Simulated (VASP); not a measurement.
NbMoO4:

```
Nb Mo O
1.0
     3.34647   -3.38971    0.00000
     3.34647    3.38971    0.00000
     0.00000    0.00000    3.14577
Nb Mo O
1 1 4
Direct
  0.50000 0.50000 0.50000
  0.00000 0.00000 0.00000
  0.19841 0.19841 0.50000
  0.80159 0.80159 0.50000
  0.69764 0.30236 0.00000
  0.30236 0.69764 0.00000
```

| Item | Value |
| --- | --- |
| Program | VASP 6.6.1 |
| Task | relaxation of cell and atoms |
| Functional | LDA |
| Potentials or basis | VASP PAW LDA potentials, release 64 (Nb_sv, Mo_sv, O) |
| Cutoff | 600 eV |
| k mesh | 5 × 5 × 7 |
| Occupations | fermi-dirac, width 0.05 eV |
| Spin | collinear spin |
| Starting moments | [0.0, 1.0, 0.0, 0.0, 0.0, 0.0] μB |

At the start: pressure -15.8 GPa; volume 11.89 Å³/atom.

**Question.** How do energy, volume and symmetry change on relaxing?

**Answer.** Over 11 steps the energy falls by 126.0 meV/atom and the volume is 11.03 Å³/atom (-7.2 %); space group Cmmm (No. 65, to 0.1 Å) before and after; moment 0.00 μB per cell.

The path:
| step | energy change (eV) | largest force (eV/Å) | pressure (GPa) | volume (Å³) |
| --- | --- | --- | --- | --- |
| 1 | 0.0000 | 0.1317 | -15.77 | 71.37 |
| 2 | 0.4508 | 2.3841 | 42.48 | 59.85 |
| 3 | -0.3543 | 0.6905 | 2.15 | 66.46 |
| 4 | -0.3548 | 0.7156 | 2.77 | 66.31 |
| 5 | -0.5295 | 0.6503 | 1.61 | 66.49 |
| 6 | -0.6417 | 0.5440 | -0.01 | 66.63 |
| 7 | -0.7280 | 0.3244 | -1.80 | 66.73 |
| 8 | -0.7373 | 0.4366 | -2.51 | 66.77 |
| 9 | -0.7535 | 0.1232 | 1.42 | 65.87 |
| 10 | -0.7536 | 0.1316 | 1.10 | 65.95 |
| 11 | -0.7560 | 0.0140 | -0.02 | 66.20 |

Final structure:
```
CELL_PARAMETERS angstrom
3.46207 -3.45710 0.00000
3.46207 3.45710 0.00000
0.00000 0.00000 2.76556
ATOMIC_POSITIONS crystal
Nb 0.50000 0.50000 0.50000
Mo 0.00000 0.00000 0.00000
O 0.21087 0.21087 0.50000
O 0.78913 0.78913 0.50000
O 0.71724 0.28276 0.00000
O 0.28276 0.71724 0.00000
```
